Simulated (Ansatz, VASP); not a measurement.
Two plane-wave programs on HfS2

```
CELL_PARAMETERS angstrom
3.62035 0.00000 0.00000
-1.81017 3.13531 0.00000
0.00000 0.00000 20.90997
ATOMIC_POSITIONS crystal
S 0.66667 0.33333 0.43042
S 0.33333 0.66667 0.56958
Hf 0.00000 0.00000 0.50000
```

Alike in both runs: task relaxation of the atoms; functional PBE; dispersion D3(BJ); k mesh 9 × 9 × 1; occupations gaussian, width 0.05 eV; no spin polarisation.

|  | VASP | Ansatz |
| --- | --- | --- |
| version | VASP 6.6.1 | Ansatz 0.2.0 |
| potentials or method | VASP PAW PBE potentials, release 64 (S, Hf_pv), cutoff 450 eV | scalar-relativistic, plane waves, PAW |
| valence electrons in the cell | 22 | 38 |

Ansatz gave:

```
gap on the k mesh at the Fermi level, each at its own relaxed structure (eV) : 1.24
```

Task: Estimate VASP's values.

Result: gap on the k mesh at the Fermi level, each at its own relaxed structure (eV): 1.26.

VASP's potentials hold 22 valence electrons a cell and Ansatz's 38, so a difference there can come from the potentials and not from the codes.

Spin-orbit coupling is off throughout.
